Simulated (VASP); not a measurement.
# Li (R-3m) in VASP: a series of runs

Li is run at these levels: LDA; tasks: relaxation of cell and atoms.

Program: VASP 6.6.1. These are calculated values, not measurements. Logs are shortened: lines on timing, memory, paths and dates and some standing lists are left out, and cuts for length are marked.

**1. The cell of the first run**

The structure is trigonal, space group R-3m (No. 166). The conventional cell has a = 3.101 Å, b = 3.101 Å, c = 22.765 Å, α = 90.00°, β = 90.00°, γ = 120.00°. Li (site symmetry -3m) has 12 Li at 3.10 Å within 4.1 Å. Li (site symmetry 3m) has 12 Li at 3.09 to 3.10 Å within 4.1 Å.

**2. Relaxation of cell and atoms, LDA, target pressure 5 GPa, at which the enthalpy is minimised**

Input file INCAR:

```
ALGO = Normal ; EDIFF = 1E-6
EDIFFG = -0.05 ; ENCUT = 600
GGA = CA ; IBRION = 2
ISIF = 3 ; ISMEAR = -1
LASPH = T ; LCHARG = F
LREAL = F ; LWAVE = F
NELM = 100 ; NSW = 100
PREC = Accurate ; PSTRESS = 50.0
SIGMA = 0.1
```

Input file KPOINTS:

```
k-points
0
Gamma
  10 10 10
```

Input file POSCAR:

```
Li
1.0
    1.5505000000      0.8951820000      7.5883000000
   -1.5505000000      0.8951820000      7.5883000000
    0.0000000000     -1.7903630000      7.5883000000
Li
3
Direct
    0.0000000000      0.0000000000      0.0000000000
    0.2220000000      0.2220000000      0.2220000000
    0.7780000000      0.7780000000      0.7780000000
```

Potentials or basis: VASP PAW LDA potentials, release 64 (Li_sv).

Run with:

```sh
$ cat potpaw_LDA.64/Li_sv/POTCAR > POTCAR
$ mpirun -np 1 vasp_std > vasp.out
```

OUTCAR:

```text
EDIFF = 1E-6
   EDIFFG = -0.05
   ENCUT = 600
   GGA = CA
   IBRION = 2
   ISIF = 3
   ISMEAR = -1
   LASPH = T
   LREAL = F
   NELM = 100
   NSW = 100
   PREC = Accurate
   PSTRESS = 50.0

 ion  position               nearest neighbor table
   1  0.000  0.000  0.000-
   2  0.222  0.222  0.222-
   3  0.778  0.778  0.778-

  LATTYP: Found a trigonal (rhomboedric) cell.
 ALAT       =     7.7966465838
 COS(alpha) =     0.9209033848

  Lattice vectors:

 A1 = (   1.5505000000,   0.8951820000,   7.5883000000)
 A2 = (  -1.5505000000,   0.8951820000,   7.5883000000)
 A3 = (   0.0000000000,  -1.7903630000,   7.5883000000)

Analysis of symmetry for initial positions (statically):
=====================================================================
 Subroutine PRICEL returns:
 Original cell was already a primitive cell.

 Routine SETGRP: Setting up the symmetry group for a
 trigonal (rhombohedral) supercell.

 Subroutine GETGRP returns: Found 12 space group operations
 (whereof 12 operations were pure point group operations)
 out of a pool of 12 trial point group operations.

The static configuration has the point symmetry D_3d.

Analysis of symmetry for dynamics (positions and initial velocities):
=====================================================================
 Subroutine PRICEL returns:
 Original cell was already a primitive cell.

 Routine SETGRP: Setting up the symmetry group for a
 trigonal (rhombohedral) supercell.

 Subroutine GETGRP returns: Found 12 space group operations
 (whereof 12 operations were pure point group operations)
 out of a pool of 12 trial point group operations.

The dynamic configuration has the point symmetry D_3d.

 Subroutine INISYM returns: Found 12 space group operations
 (whereof 12 operations are pure point group operations),
 and found     1 'primitive' translations

----------------------------------------------------------------------------------------

                                     Primitive cell

  volume of cell :      63.1944

  direct lattice vectors                    reciprocal lattice vectors
     1.550500000  0.895182000  7.588300000     0.322476620  0.186181948  0.043927266
    -1.550500000  0.895182000  7.588300000    -0.322476620  0.186181948  0.043927266
     0.000000000 -1.790363000  7.588300000     0.000000000 -0.372363896  0.043927290

  length of vectors
     7.796646584  7.796646584  7.796646495     0.374945987  0.374945987  0.374945967

  position of ions in fractional coordinates (direct lattice)
     0.000000000  0.000000000  0.000000000
     0.222000000  0.222000000  0.222000000
     0.778000000  0.778000000  0.778000000

  ion indices of the primitive-cell ions
   primitive index   ion index
                 1           1
                 2           2
                 3           3

----------------------------------------------------------------------------------------

 KPOINTS: k-points

Automatic generation of k-mesh.
 Grid dimensions read from file:
 generate k-points for:   10   10   10

 Generating k-lattice:

  Cartesian coordinates                     Fractional coordinates (reciprocal lattice)
     0.032247662  0.018618195  0.004392727     0.100000000  0.000000000 -0.000000000
    -0.032247662  0.018618195  0.004392727     0.000000000  0.100000000 -0.000000000
     0.000000000 -0.037236390  0.004392729    -0.000000000 -0.000000000  0.100000000

  Length of vectors
     0.037494599  0.037494599  0.037494597

  Shift w.r.t. Gamma in fractional coordinates (k-lattice)
     0.000000000  0.000000000  0.000000000

 Subroutine IBZKPT returns following result:
 ===========================================

 Found    116 irreducible k-points:

 Following reciprocal coordinates:
            Coordinates               Weight
  0.000000  0.000000  0.000000      1.000000
  0.100000  0.000000 -0.000000      6.000000
  0.200000  0.000000 -0.000000      6.000000
  0.300000 -0.000000 -0.000000      6.000000
  0.400000  0.000000 -0.000000      6.000000
  0.500000  0.000000 -0.000000      3.000000
[... 16 lines left out ...]
  0.300000  0.300000 -0.000000      6.000000
  0.400000  0.300000  0.000000     12.000000
 [... further k-points ...]
   k-points           NKPTS =    116   k-points in BZ     NKDIM =    116   number of bands    NBANDS=      8
   number of dos      NEDOS =    301   number of ions     NIONS =      3
   total plane-waves  NPLWV = 262144
   dimension x,y,z NGX =    64 NGY =   64 NGZ =   64
   dimension x,y,z NGXF=   128 NGYF=  128 NGZF=  128
   ions per type =               3
   NGX,Y,Z   is equivalent  to a cutoff of  13.65, 13.65, 13.65 a.u.
   NGXF,Y,Z  is equivalent  to a cutoff of  27.29, 27.29, 27.29 a.u.
 SYSTEM =  unknown system
   PREC   = accura    normal or accurate (medium, high low for compatibility)
   ISTART =      0    job   : 0-new  1-cont  2-samecut
   ICHARG =      2    charge: 1-file 2-atom 10-const
   ISPIN  =      1    spin polarized calculation?
   LNONCOLLINEAR =      F non collinear calculations
   LSORBIT =      F    spin-orbit coupling
   LASPH  =      T    aspherical Exc in radial PAW
   ENCUT  =  600.0 eV  44.10 Ry    6.64 a.u.  15.57 15.57 15.57*2*pi/ulx,y,z
   NELM   =    100;   NELMIN=  2; NELMDL= -5     # of ELM steps
   EDIFF  = 0.1E-05   stopping-criterion for ELM
   LREAL  =      F    real-space projection
   EDIFFG = -.5E-01   stopping-criterion for IOM
   NSW    =    100    number of steps for IOM
   IBRION =      2    ionic relax: 0-MD 1-quasi-New 2-CG
   NFREE  =      1    steps in history (QN), initial steepest desc. (CG)
   ISIF   =      3    stress and relaxation
   ISYM   =      2    0-nonsym 1-usesym 2-fastsym
   POTIM  = 0.5000    time-step for ionic-motion
   TEBEG  =    0.0;   TEEND  =   0.0 temperature during run
   PSTRESS=   50.0 pullay stress
   NELECT =       9.0000    total number of electrons
   NUPDOWN=      -1.0000    fix difference up-down
   EMIN   =  10.00;   EMAX   =-10.00  energy-range for DOS
   EFERMI =   0.00;   METHOD = LEGACY
   ISMEAR =    -1;   SIGMA  =   0.10  broadening in eV -4-tet -1-fermi 0-gaus
   EFERMI_NEDOS =   21; number of points for ismear=-14 and -15
   IALGO  =     38    algorithm
   IMIX   =      4    mixing-type and parameters
     AMIX     =   0.40;   BMIX     =  1.00
     AMIX_MAG =   1.60;   BMIX_MAG =  1.00
  volume/ion in A,a.u.               =      21.06       142.15
  Fermi-wavevector in a.u.,A,eV,Ry     =   0.854928  1.615579  9.944519  0.730902
  Thomas-Fermi vector in A             =   1.971599
   LORBIT       =      0    0 simple, 1 ext, 2 COOP (PROOUT), +10 PAW based schemes
   GGA     = CA    functional components
   LHFCALC =     F    Hartree Fock is set to
   AEXX    =    0.0000 exact exchange contribution
   IVDW    =     0    specifies the selected vdW correction
   LEPSILON=     F    determine dielectric tensor
   LRPA    =     F    only Hartree local field effects (RPA)
 conjugate gradient relaxation of ions
 non-spin polarized calculation
  energy-cutoff  :      600.00
  volume of cell :       63.19
 maximum number of plane-waves:      2136
 NGX is ok and might be reduce to    64
   NGX = 31   NGY = 31   NGZ = 31

--------------------------------------- Ionic step        1  -------------------------------------------

 number of electron       8.9999999 magnetization

 Free energy of the ion-electron system (eV)
  ---------------------------------------------------
  ext. energy  EPLUGINS =         0.00000000
  ---------------------------------------------------
  free energy    TOTEN  =        -6.13642358 eV

  energy without entropy =       -6.08744623  energy(sigma->0) =       -6.11193490

------------------------ aborting loop because EDIFF is reached ----------------------------------------

  FORCE on cell =-STRESS in cart. coord.  units (eV):
  Direction    XX          YY          ZZ          XY          YZ          ZX
  --------------------------------------------------------------------------------------
  -------------------------------------------------------------------------------------
  Total       -0.5311505     -0.5311505     -0.6355215      0.0000000     -0.0000000     -0.0000000
  in kB      -13.4663359    -13.4663382    -16.1124696      0.0000000     -0.0000007     -0.0000000
  external PRESSURE =     -64.3483812 kB  Pullay stress =      50.0000000 kB

 VOLUME and BASIS-vectors are now :
 -----------------------------------------------------------------------------
  energy-cutoff  :      600.00
  volume of cell :       63.19
      direct lattice vectors                 reciprocal lattice vectors
     1.550500000  0.895182000  7.588300000     0.322476620  0.186181948  0.043927266
    -1.550500000  0.895182000  7.588300000    -0.322476620  0.186181948  0.043927266
     0.000000000 -1.790363000  7.588300000     0.000000000 -0.372363896  0.043927290
[... 48 lines left out ...]
  FREE ENERGIE OF THE ION-ELECTRON SYSTEM (eV)
  ---------------------------------------------------
  free  energy   TOTEN  =        -6.1709320646 eV

  energy  without entropy=       -6.1238846390  energy(sigma->0) =       -6.14740835

  enthalpy is  TOTEN    =        -4.4305470577 eV   P V=        1.7403850069

--------------------------------------- Ionic step        3  -------------------------------------------

 number of electron       9.0000001 magnetization

 E-fermi :   1.2866     XC(G=0):  -7.7591

 val. band max:        1.2553608154   @ k =   0.4000   0.4000   0.3000
 cond. band min:       1.3017124985   @ k =  -0.3000  -0.3000   0.2000
 fundamental gap:      0.0463516831
 Fermi energy:         1.2866352345

 k-point     1 :       0.0000    0.0000    0.0000
  band No.  band energies     occupation
      1     -43.9336      2.00000
      2     -43.8986      2.00000
      3     -43.8920      2.00000
      4      -2.4394      2.00000
      5      -0.3725      2.00000
      6      -0.3698      2.00000
      7       8.1552      0.00000
      8       8.1820      0.00000

 k-point     2 :       0.1000    0.0000   -0.0000
  band No.  band energies     occupation
      1     -43.9294      2.00000
      2     -43.8964      2.00000
      3     -43.8893      2.00000
      4      -2.2706      2.00000
      5      -0.3152      2.00000
      6      -0.0479      2.00000
      7       7.9106      0.00000
      8       8.5563      0.00000
[... 311 lines left out ...]
  FREE ENERGIE OF THE ION-ELECTRON SYSTEM (eV)
  ---------------------------------------------------
  free  energy   TOTEN  =        -5.4186104836 eV

  energy  without entropy=       -5.3789862769  energy(sigma->0) =       -5.39879838

  enthalpy is  TOTEN    =        -4.3235169087 eV   P V=        1.0950935749

--------------------------------------- Ionic step        5  -------------------------------------------

 number of electron       9.0000001 magnetization

 Free energy of the ion-electron system (eV)
  ---------------------------------------------------
  ext. energy  EPLUGINS =         0.00000000
  ---------------------------------------------------
  free energy    TOTEN  =        -6.03850732 eV

  energy without entropy =       -5.99461070  energy(sigma->0) =       -6.01655901

 E-fermi :   1.4865     XC(G=0):  -7.9197

 val. band max:        1.4809809942   @ k =  -0.3000  -0.3000   0.2000
 cond. band min:       1.5189688719   @ k =  -0.3000  -0.4000   0.2000
 fundamental gap:      0.0379878778
 Fermi energy:         1.4864948389

 k-point     1 :       0.0000    0.0000    0.0000
  band No.  band energies     occupation
      1     -43.6514      2.00000
      2     -43.6078      2.00000
      3     -43.6009      2.00000
      4      -2.2920      2.00000
      5      -0.1995      2.00000
      6      -0.1960      2.00000
      7       8.6753      0.00000
      8       8.7024      0.00000

 k-point     2 :       0.1000    0.0000   -0.0000
  band No.  band energies     occupation
      1     -43.6462      2.00000
      2     -43.6052      2.00000
      3     -43.5975      2.00000
      4      -2.1217      2.00000
      5      -0.1385      2.00000
      6       0.1323      2.00000
      7       8.4124      0.00000
      8       9.0795      0.00000
[... 264 lines left out ...]
 POSITION                                       TOTAL-FORCE (eV/Angst)
 -----------------------------------------------------------------------------------
      0.00000     -0.00000      0.00000        -0.000000      0.000000     -0.000000
      0.00000      0.00000      4.51513         0.000000      0.000000      0.013761
      0.00000      0.00000     15.81937         0.000000     -0.000000     -0.013761
 -----------------------------------------------------------------------------------
    total drift:                                0.000000     -0.000000      0.000000

  FREE ENERGIE OF THE ION-ELECTRON SYSTEM (eV)
  ---------------------------------------------------
  free  energy   TOTEN  =        -6.0385073191 eV

  energy  without entropy=       -5.9946107041  energy(sigma->0) =       -6.01655901

  enthalpy is  TOTEN    =        -4.6194949613 eV   P V=        1.4190123579

 reached required accuracy - stopping structural energy minimisation
```

Run time: 12 min. Hardware: 1 thread of Intel Xeon Platinum 8559C (Emerald Rapids), shared host; peak memory 0.43 GiB.

What came out:

| Property | Result |
| --- | --- |
| Free energy | -6.0385 eV |
| Relaxed volume | 15.16 Å³/atom |
| Relaxed cell | a = 6.966 Å, b = 6.966 Å, c = 6.966 Å, α = 23.05°, β = 23.05°, γ = 23.05° |
| Space group after relaxing (to 0.1 Å) | R-3m (No. 166) |
| Energy change on relaxing (the run minimises the enthalpy) | +32.6 meV/atom |
| Ionic steps | 5 |
| Pressure after relaxing | 4.7 GPa |
| Largest force after relaxing | 0.014 eV/Å |
| Band gap on the k mesh | zero (an odd number of electrons rules out a gap without spin polarisation) |

Forces in eV/Å, atoms in the order of the input:
```
Li   0.000  0.000  0.000
Li   0.000  0.000  0.014
Li   0.000  0.000 -0.014
```

Stress tensor (GPa, compression positive):
```
4.78 0.00 0.00
0.00 4.78 0.00
0.00 0.00 4.50
```

Step by step:
| step | energy change (eV) | largest force (eV/Å) | pressure (GPa) | volume (Å³) |
| --- | --- | --- | --- | --- |
| 1 | 0.0000 | 0.0084 | -1.43 | 63.19 |
| 2 | -0.0345 | 0.0100 | 0.11 | 55.77 |
| 3 | 0.0333 | 0.0124 | 3.08 | 48.16 |
| 4 | 0.7178 | 0.0197 | 16.29 | 35.09 |
| 5 | 0.0979 | 0.0138 | 4.69 | 45.47 |

Final structure:
```xyz
3
Lattice="1.3916 0.8034 6.7782 -1.3916 0.8034 6.7782 0.0000 -1.6069 6.7782" Properties=species:S:1:pos:R:3 pbc="T T T"
Li    0.0000    0.0000    0.0000
Li    0.0000    0.0000    4.5151
Li    0.0000    0.0000   15.8194
```

Levels at points of the mesh, in eV from the Fermi level:
```tsv
k point	band 2	band 3	band 4	band 5	band 6	band 7	band 8
(0.00, 0.00, 0.00)	-45.09	-45.09	-3.78	-1.69	-1.68	7.19	7.22
(0.50, 0.00, 0.00)	-45.06	-45.06	-0.16	1.07	1.17	4.81	4.98
(0.50, 0.50, 0.00)	-45.07	-45.06	0.23	0.27	1.52	4.36	5.42
(0.50, 0.50, 0.50)	-45.12	-45.08	-3.25	-3.25	-0.10	4.15	12.88
```

Caveat: the cutoff is under 1.25 times the usual one of these potentials, so pressure, stress and relaxed cells hold a basis-set (Pulay) error; the cell is relaxed towards a set pressure, so the run minimises the enthalpy, not the energy; the volume moved by over 15 % at a fixed basis, so the end points are rough. Zero-point motion and thermal expansion aren't in these numbers.

(Part 1 of 2 ends here.)
